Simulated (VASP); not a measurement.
Runs of VASP 6.6.1 on ZnO. The structure is that of space group P6_3mc (No. 186), or close to it. The cells are those of the table. 

```csv
task,cell,gap on the mesh (eV),pressure (GPa)
relaxation of shape and atoms at fixed volume,"relaxed from a = 3.301, b = 3.301, c = 5.329 Å, angles 90.0, 90.0, 120.0°, 4 atoms",0.70,-1.8
relaxation of shape and atoms at fixed volume,"relaxed from a = 3.235, b = 3.235, c = 5.222 Å, angles 90.0, 90.0, 120.0°, 4 atoms",(b),6.7
relaxation of shape and atoms at fixed volume,"relaxed from a = 3.323, b = 3.323, c = 5.363 Å, angles 90.0, 90.0, 120.0°, 4 atoms",(a),-4.1
relaxation of shape and atoms at fixed volume,"relaxed from a = 3.257, b = 3.257, c = 5.258 Å, angles 90.0, 90.0, 120.0°, 4 atoms",0.76,3.6
relaxation of cell and atoms,"relaxed from a = 3.260, b = 3.260, c = 5.221 Å, angles 90.0, 90.0, 120.0°, 4 atoms",0.72,0.0
```

Alike in all rows: level PBE; potentials or basis VASP PAW PBE potentials, release 64 (Zn, O); no spin polarisation; k mesh 12 × 12 × 8; cutoff (eV) 600; smearing gaussian 0.05 eV.

**Question.** Fill in the values left out.

**Answer.** (a) 0.67; (b) 0.79.

Caveats: the relaxation stopped at its first step, so nothing moved (some runs).

A k mesh can miss the band edges.
